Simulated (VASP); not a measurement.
Input of a VASP 6.6.1 run:

The input INCAR:

```
SYSTEM = C
PREC = Accurate
ENCUT = 520
EDIFF = 1E-7
ISMEAR = 0
SIGMA = 0.02
LREAL = .False.
LASPH = .True.
NELM = 80
ALGO = Normal
ISIF = 2
LWAVE = .False.
LCHARG = .True.
LELF = .True.
LVHAR = .True.
NBANDS = 11
```

KPOINTS

```
regular mesh
0
Gamma
  14 14 14
  0 0 0
```

File POSCAR:

```
C
1.0
    0.0000000000      2.1171581300      3.3687394299
    1.2224696867      0.0000000000      3.3687394299
    1.2224696867      2.1171581300      0.0000000000
C
2
Direct
    0.1667410834      0.8332589166      0.1667410834
    0.8332589166      0.1667410834      0.8332589166
```

Potentials or basis: VASP PAW LDA potentials, release 64 (C).

The run is started by

```bash
$ cat potpaw_LDA.64/C/POTCAR > POTCAR
$ mpirun -np 1 vasp_std > vasp.out
```

Task: Predict the pressure.

Result: 0.8 GPa.

Task: Predict the band gap on the k mesh.

Result: 0.37 eV, indirect (least direct gap 0.47 eV).

Stress tensor (GPa, compression positive):
```
 1.27  0.00  0.00
 0.00  1.27  0.00
 0.00  0.00 -0.10
```

A k mesh can miss the band edges.
